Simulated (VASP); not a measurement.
# Ti2Al6H in VASP: single point with PBE+D3(BJ)

Aim: the single point of Ti2Al6H with PBE+D3(BJ).

Everything below comes from runs of VASP 6.6.1. Logs are shortened: lines on timing, memory, paths and dates and some standing lists are left out, and cuts for length are marked.

### Step 1. The cell of the first run

The cell holds a slab with vacuum, 9 atoms: a = 5.024 Å, b = 5.024 Å, c = 21.119 Å, α = 90.00°, β = 90.00°, γ = 64.55°.

### Step 2. Single point, PBE+D3(BJ)

Input file INCAR:

```
PREC = Accurate
ENCUT = 400
EDIFF = 1E-6
ISMEAR = 0
SIGMA = 0.1
LREAL = False
LASPH = True
NELM = 120
ALGO = Normal
ISIF = 2
LWAVE = False
LCHARG = False
LDIPOL = True
IDIPOL = 3
DIPOL = 0.5 0.5 0.309
GGA = PE
IVDW = 12
NBANDS = 32
GGA_COMPAT = False
NELMDL = -8
```

Input file KPOINTS:

```
regular mesh
0
Gamma
  6 6 1
```

Input file POSCAR:

```
Ti2Al6H
1.0
    5.0241861184      0.0000000000      0.0000000000
    2.1588814492      4.5367033229      0.0000000000
    0.0000000000      0.0000000000     21.1187114590
Al Ti H
6 2 1
Direct
    0.5000000000      0.0000000000      0.1894054951
    0.0000000000      0.5000000000      0.1894054951
    0.0000000000      0.0000000000      0.2529248171
    0.0000000000      0.5000000000      0.3208670637
    0.5000000000      0.0000000000      0.3208670637
    0.5000000000      0.5000000000      0.3844321409
    0.5000000000      0.5000000000      0.2529248171
    0.0000000000      0.0000000000      0.3814982025
    0.6666666667      1.0000000000      0.4886051632
```

Potentials or basis: VASP PAW PBE potentials, release 64 (Al, Ti_sv, H).

Run with:

```
cat potpaw_PBE.64/Al/POTCAR potpaw_PBE.64/Ti_sv/POTCAR potpaw_PBE.64/H/POTCAR > POTCAR
mpirun -np 1 vasp_std > vasp.out
```

OUTCAR:

```text
PREC = Accurate
   ENCUT = 400
   EDIFF = 1E-6
   ISMEAR = 0
   LREAL = False
   LASPH = True
   NELM = 120
   ISIF = 2
   GGA = PE
   IVDW = 12
   NELMDL = -8
 IVDW          = 12

 ion  position               nearest neighbor table
   1  0.500  0.000  0.189-   2 2.68   2 2.68   5 2.78   7 2.85   7 2.85   3 2.85   3 2.85
   2  0.000  0.500  0.189-   1 2.68   1 2.68   4 2.78   3 2.85   3 2.85   7 2.85   7 2.85
   3  0.000  0.000  0.253-   7 2.68   7 2.68   8 2.72   2 2.85   2 2.85   1 2.85   1 2.85   4 2.89
                             4 2.89   5 2.89   5 2.89
   4  0.000  0.500  0.321-   5 2.68   5 2.68   2 2.78   8 2.82   8 2.82   6 2.85   6 2.85   3 2.89
                             3 2.89   7 2.89   7 2.89
   5  0.500  0.000  0.321-   4 2.68   4 2.68   1 2.78   8 2.82   8 2.82   6 2.85   6 2.85   7 2.89
                             7 2.89   3 2.89   3 2.89
   6  0.500  0.500  0.384-   8 2.68   8 2.68   7 2.78   5 2.85   5 2.85   4 2.85   4 2.85
   7  0.500  0.500  0.253-   3 2.68   3 2.68   6 2.78   1 2.85   1 2.85   2 2.85   2 2.85   5 2.89
                             5 2.89   4 2.89   4 2.89
   8  0.000  0.000  0.381-   6 2.68   6 2.68   3 2.72   4 2.82   4 2.82   5 2.82   5 2.82
   9  0.667  0.000  0.489-

  LATTYP: Found a base centered orthorhombic cell.
 ALAT       =     5.3657849274
 B/A-ratio  =     1.5833231878
 C/A-ratio  =     3.9358102765

  Lattice vectors:

 A1 = (  -2.1588814492,  -4.5367033229,   0.0000000000)
 A2 = (   5.0241861184,   0.0000000000,   0.0000000000)
 A3 = (   0.0000000000,   0.0000000000,  21.1187114590)

Analysis of symmetry for initial positions (statically):
=====================================================================
 Subroutine PRICEL returns:
 Original cell was already a primitive cell.

 Routine SETGRP: Setting up the symmetry group for a
 base centered orthorhombic supercell.

 Subroutine GETGRP returns: Found  1 space group operations
 (whereof  1 operations were pure point group operations)
 out of a pool of  8 trial point group operations.

The static configuration has the point symmetry C_1 .

Analysis of symmetry for dynamics (positions and initial velocities):
=====================================================================
 Subroutine PRICEL returns:
 Original cell was already a primitive cell.

 Routine SETGRP: Setting up the symmetry group for a
 base centered orthorhombic supercell.

 Subroutine GETGRP returns: Found  1 space group operations
 (whereof  1 operations were pure point group operations)
 out of a pool of  8 trial point group operations.

The dynamic configuration has the point symmetry C_1 .

 Subroutine INISYM returns: Found  1 space group operations
 (whereof  1 operations are pure point group operations),
 and found     1 'primitive' translations

----------------------------------------------------------------------------------------

                                     Primitive cell

  volume of cell :     481.3639

  direct lattice vectors                    reciprocal lattice vectors
     5.024186118  0.000000000  0.000000000     0.199037212 -0.094715858  0.000000000
     2.158881449  4.536703323  0.000000000     0.000000000  0.220424376  0.000000000
     0.000000000  0.000000000 21.118711459     0.000000000  0.000000000  0.047351374

  length of vectors
     5.024186118  5.024186118 21.118711459     0.220424376  0.220424376  0.047351374

  position of ions in fractional coordinates (direct lattice)
     0.500000000  0.000000000  0.189405495
     0.000000000  0.500000000  0.189405495
     0.000000000  0.000000000  0.252924817
     0.000000000  0.500000000  0.320867064
     0.500000000  0.000000000  0.320867064
     0.500000000  0.500000000  0.384432141
     0.500000000  0.500000000  0.252924817
     0.000000000  0.000000000  0.381498202
     0.666666667  0.000000000  0.488605163

  ion indices of the primitive-cell ions
   primitive index   ion index
                 1           1
                 2           2
                 3           3
                 4           4
                 5           5
                 6           6
                 7           7
                 8           8
                 9           9

----------------------------------------------------------------------------------------

 KPOINTS: regular mesh

Automatic generation of k-mesh.
 Grid dimensions read from file:
 generate k-points for:    6    6    1

 Generating k-lattice:

  Cartesian coordinates                     Fractional coordinates (reciprocal lattice)
     0.033172869 -0.015785976  0.000000000     0.166666667  0.000000000  0.000000000
     0.000000000  0.036737396  0.000000000     0.000000000  0.166666667  0.000000000
     0.000000000  0.000000000  0.047351374     0.000000000  0.000000000  1.000000000

  Length of vectors
     0.036737396  0.036737396  0.047351374

  Shift w.r.t. Gamma in fractional coordinates (k-lattice)
     0.000000000  0.000000000  0.000000000

 Subroutine IBZKPT returns following result:
 ===========================================

 Found     20 irreducible k-points:

 Following reciprocal coordinates:
            Coordinates               Weight
  0.000000  0.000000  0.000000      1.000000
  0.166667 -0.000000  0.000000      2.000000
  0.000000 -0.166667  0.000000      2.000000
  0.333333 -0.000000  0.000000      2.000000
  0.000000 -0.333333  0.000000      2.000000
  0.500000 -0.000000  0.000000      1.000000
[... 12 lines left out ...]
 -0.333333  0.333333  0.000000      2.000000
  0.500000  0.500000  0.000000      1.000000
   k-points           NKPTS =     20   k-points in BZ     NKDIM =     20   number of bands    NBANDS=     32
   number of dos      NEDOS =    301   number of ions     NIONS =      9
   total plane-waves  NPLWV = 181440
   dimension x,y,z NGX =    36 NGY =   36 NGZ =  140
   dimension x,y,z NGXF=    72 NGYF=   72 NGZF=  280
   ions per type =               6   2   1
   NGX,Y,Z   is equivalent  to a cutoff of  11.91, 11.91, 11.02 a.u.
   NGXF,Y,Z  is equivalent  to a cutoff of  23.82, 23.82, 22.04 a.u.
 SYSTEM =  unknown system
   PREC   = accura    normal or accurate (medium, high low for compatibility)
   ISTART =      0    job   : 0-new  1-cont  2-samecut
   ICHARG =      2    charge: 1-file 2-atom 10-const
   ISPIN  =      1    spin polarized calculation?
   LNONCOLLINEAR =      F non collinear calculations
   LSORBIT =      F    spin-orbit coupling
   LASPH  =      T    aspherical Exc in radial PAW
   ENCUT  =  400.0 eV  29.40 Ry    5.42 a.u.   8.19  8.19 34.44*2*pi/ulx,y,z
   NELM   =    120;   NELMIN=  2; NELMDL= -8     # of ELM steps
   EDIFF  = 0.1E-05   stopping-criterion for ELM
   LREAL  =      F    real-space projection
   EDIFFG = 0.1E-04   stopping-criterion for IOM
   NSW    =      0    number of steps for IOM
   IBRION =     -1    ionic relax: 0-MD 1-quasi-New 2-CG
   NFREE  =      0    steps in history (QN), initial steepest desc. (CG)
   ISIF   =      2    stress and relaxation
   ISYM   =      2    0-nonsym 1-usesym 2-fastsym
   POTIM  = 0.5000    time-step for ionic-motion
   TEBEG  =    0.0;   TEEND  =   0.0 temperature during run
   PSTRESS=    0.0 pullay stress
   NELECT =      43.0000    total number of electrons
   NUPDOWN=      -1.0000    fix difference up-down
   EMIN   =  10.00;   EMAX   =-10.00  energy-range for DOS
   EFERMI =   0.00;   METHOD = LEGACY
   ISMEAR =     0;   SIGMA  =   0.10  broadening in eV -4-tet -1-fermi 0-gaus
   EFERMI_NEDOS =   21; number of points for ismear=-14 and -15
   IALGO  =     38    algorithm
   IMIX   =      4    mixing-type and parameters
     AMIX     =   0.40;   BMIX     =  1.00
     AMIX_MAG =   1.60;   BMIX_MAG =  1.00
  volume/ion in A,a.u.               =      53.48       360.93
  Fermi-wavevector in a.u.,A,eV,Ry     =   0.731824  1.382946  7.286817  0.535566
  Thomas-Fermi vector in A             =   1.824136
   LORBIT       =      0    0 simple, 1 ext, 2 COOP (PROOUT), +10 PAW based schemes
   GGA     = PE    functional components
   LHFCALC =     F    Hartree Fock is set to
   AEXX    =    0.0000 exact exchange contribution
   IVDW    =    12    specifies the selected vdW correction
   LEPSILON=     F    determine dielectric tensor
   LRPA    =     F    only Hartree local field effects (RPA)
 non-spin polarized calculation
 Gauss-broadening in eV      SIGMA  =   0.10
  energy-cutoff  :      400.00
  volume of cell :      481.36
 maximum number of plane-waves:      8780
 NGX is ok and might be reduce to    36
   NGX = 17   NGY = 17   NGZ = 69

 dipolmoment           0.000000      0.000000     -0.035933 electrons x Angstroem

 number of electron      42.9999993 magnetization

 dipolmoment           0.000000      0.000000      0.207224 electrons x Angstroem

 Free energy of the ion-electron system (eV)
  ---------------------------------------------------
  ext. energy  EPLUGINS =         0.00000000
  ---------------------------------------------------
  free energy    TOTEN  =       -37.91689990 eV

  energy without entropy =      -37.88968818  energy(sigma->0) =      -37.90329404

 E-fermi :  -1.3620     XC(G=0):  -4.0082

 val. band max:       -1.3872944804   @ k =  -0.3333   0.1667   0.0000
 cond. band min:      -1.3472101700   @ k =   0.3333  -0.0000   0.0000
 fundamental gap:      0.0400843105
 Fermi energy:        -1.3619990219

 k-point     1 :       0.0000    0.0000    0.0000
  band No.  band energies     occupation
      1     -58.3277      2.00000
      2     -57.9919      2.00000
      3     -34.7220      2.00000
      4     -34.6052      2.00000
      5     -34.4894      2.00000
      6     -34.4202      2.00000
[... 24 lines left out ...]
     31       1.2787      0.00000
     32       1.4794      0.00000
[... 634 lines left out ...]
      2     -57.9918      2.00000
      3     -34.7221      2.00000
      4     -34.6060      2.00000
      5     -34.4898      2.00000
      6     -34.4199      2.00000
[... 24 lines left out ...]
     31       1.8932      0.00000
     32       2.0330      0.00000

------------------------ aborting loop because EDIFF is reached ----------------------------------------

 vacuum level on the upper side and lower side of the slab       (xc-potential included)         0.670        -0.915

 Edisp (eV)   -2.05306

 E8    (eV) :    -0.9740

  FORCE on cell =-STRESS in cart. coord.  units (eV):
  Direction    XX          YY          ZZ          XY          YZ          ZX
  --------------------------------------------------------------------------------------
  -------------------------------------------------------------------------------------
  Total      -5.65991    -3.34105    -4.47623    -1.91356     0.58994     0.98389
  in kB     -18.83852   -11.12039   -14.89873    -6.36913     1.96355     3.27478
  external pressure =      -14.95 kB  Pullay stress =        0.00 kB

 VOLUME and BASIS-vectors are now :
 -----------------------------------------------------------------------------
  energy-cutoff  :      400.00
  volume of cell :      481.36
      direct lattice vectors                 reciprocal lattice vectors
     5.024186118  0.000000000  0.000000000     0.199037212 -0.094715858  0.000000000
     2.158881449  4.536703323  0.000000000     0.000000000  0.220424376  0.000000000
     0.000000000  0.000000000 21.118711459     0.000000000  0.000000000  0.047351374

 POSITION                                       TOTAL-FORCE (eV/Angst)
 -----------------------------------------------------------------------------------
      2.51209      0.00000      4.00000        -0.011755      0.036831      0.485525
      1.07944      2.26835      4.00000         0.021305     -0.011002      0.514921
      0.00000      0.00000      5.34145         0.015289     -0.013613     -0.585762
      1.07944      2.26835      6.77630        -0.024848      0.009152      0.049104
      2.51209      0.00000      6.77630         0.036126     -0.003654     -0.199172
      3.59153      2.26835      8.11871         0.028803     -0.171776      0.386657
      3.59153      2.26835      5.34145         0.037446     -0.043337     -0.423948
      0.00000      0.00000      8.05675        -0.623701     -0.049211      1.171246
      3.34946      0.00000     10.31871         0.521335      0.246609     -1.398571
 -----------------------------------------------------------------------------------
    total drift:                                0.000026     -0.000009     -0.001635

  FREE ENERGIE OF THE ION-ELECTRON SYSTEM (eV)
  ---------------------------------------------------
  free  energy   TOTEN  =       -39.9699616555 eV

  energy  without entropy=      -39.9427499410  energy(sigma->0) =      -39.95635580

 vacuum level on the upper side and lower side of the slab         4.375         2.736
```

It took 19 min on 1 thread of Intel Xeon 8259CL, shared host; peak memory 0.57 GiB.

Results:

* Free energy: -39.9700 eV
* Largest force: 1.513 eV/Å
* Band gap on the k mesh: zero (an odd number of electrons rules out a gap without spin polarisation)
* Dispersion energy per atom: -0.228 eV

Forces on the atoms (eV/Å):
```
Al  -0.012  0.037  0.486
Al   0.021 -0.011  0.515
Al   0.015 -0.014 -0.586
Al  -0.025  0.009  0.049
Al   0.036 -0.004 -0.199
Al   0.029 -0.172  0.387
Ti   0.037 -0.043 -0.424
Ti  -0.624 -0.049  1.171
H    0.521  0.247 -1.399
```
